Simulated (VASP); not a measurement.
Crystal: C.

```
C
1.0
     0.00000    1.78012    1.78012
     1.78012    0.00000    1.78012
     1.78012    1.78012    0.00000
C
2
Cartesian
  0.0000 0.0000 0.0000
  0.8901 0.8901 0.8901
```

Base run:

| Item | Value |
| --- | --- |
| Program | VASP 6.6.1 |
| Functional | r2SCAN |
| Potentials or basis | VASP PAW PBE potentials, release 64 (C_h) |
| Cutoff | 910 eV |
| k mesh | 12 × 12 × 12 |
| Occupations | gaussian, width 0.01 eV |
| Spin | no spin polarisation |

Its results: band gap on the k mesh 4.39 eV, indirect (least direct gap 5.89 eV); pressure -0.8 GPa.

Q: The run is repeated on the same cell with these changes: potentials or basis from VASP PAW PBE potentials, release 64 (C_h) to VASP PAW PBE potentials, release 64 (C); cutoff from 910 eV to 520 eV; further incar settings from ALGO = Normal; EDIFF = 1e-06; NBANDS = 11 to ALGO = Normal; EDIFF = 1e-07; NBANDS = 11. What comes out?

A: Band gap on the k mesh 4.36 eV, indirect (least direct gap 5.85 eV); pressure 1.1 GPa.

Caveats: the PAW data sets were made with another functional, which shifts forces and pressure a little; the cutoff is under 1.25 times the usual one of these potentials, so pressure, stress and relaxed cells hold a basis-set (Pulay) error (some runs).

A k mesh can miss the band edges.
